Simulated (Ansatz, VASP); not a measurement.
**One calculation of InSb, two programs**

INCAR

```
SYSTEM = InSb
PREC = Accurate
ENCUT = 520
EDIFF = 1E-6
ISMEAR = 0
SIGMA = 0.15
LREAL = .False.
LASPH = .True.
NELM = 100
ALGO = Normal
ISIF = 2
LWAVE = .False.
LCHARG = .True.
GGA = PE
IVDW = 12
LELF = .True.
LVHAR = .True.
NBANDS = 16
```

Contents of KPOINTS:

```
regular mesh
0
Gamma
  12 12 12
  0 0 0
```

POSCAR

```
InSb
1.0
    3.9409198200      0.0000000000      0.0000000000
    0.0000000000      3.6743841800      0.0000000000
    0.0000000000      0.0000000000      3.8076520000
In Sb
1 1
Direct
    0.0000000000      0.0000000000      0.0000000000
    0.5000000000      0.5000000000      0.5000000000
```

Input for Ansatz:

```yaml
crystal:
  lattice:
    - [3.94091982, 0.0, 0.0]
    - [0.0, 3.67438418, 0.0]
    - [0.0, 0.0, 3.807652]
  atoms:
    - { symbol: In, position: [0.0, 0.0, 0.0] }
    - { symbol: Sb, position: [0.5, 0.5, 0.5] }
basis:
  ecutwfc: 420
kpoints:
  mp_grid: { grid: [12, 12, 12] }
hamiltonian:
  xc: pbe
  dispersion: d3bj
scf:
  occupations: { method: gaussian, width: 0.15 }
output:
  forces: true
  stress: true
  eigenvalues: true
  write_density: true
  write_potential: true
  elf: true
  volumetric_format: npy
```

Change from the starting cell: strain +0.0350 x Voigt [1, -1, 0, 0, 0, 0], atoms carried along.

Alike in both runs: task single point; functional PBE; dispersion D3(BJ); k mesh 12 × 12 × 12; occupations gaussian, width 0.15 eV; no spin polarisation.

|  | VASP | Ansatz |
| --- | --- | --- |
| version | VASP 6.6.1 | Ansatz 0.2.0 |
| potentials or method | VASP PAW PBE potentials, release 64 (In_d, Sb), cutoff 520 eV | scalar-relativistic, plane waves, PAW |
| valence electrons in the cell | 18 | 28 |

Ansatz gave:

| Quantity | Value |
| --- | --- |
| gap on the k mesh at the Fermi level (eV) | none |
| pressure (GPa) | -2.4 |
| traceless stress, the component that is largest in VASP (GPa) | -0.28 |

**Question.** Estimate VASP's values.

**Answer.** gap on the k mesh at the Fermi level (eV): none; pressure (GPa): -2.5; traceless stress, the component that is largest in VASP (GPa): -0.28.

A gap of «none» marks a metal or a gap that the smearing closes. VASP's potentials hold 18 valence electrons a cell and Ansatz's 28, so a difference there can come from the potentials and not from the codes.

Neither program's run includes spin-orbit coupling.
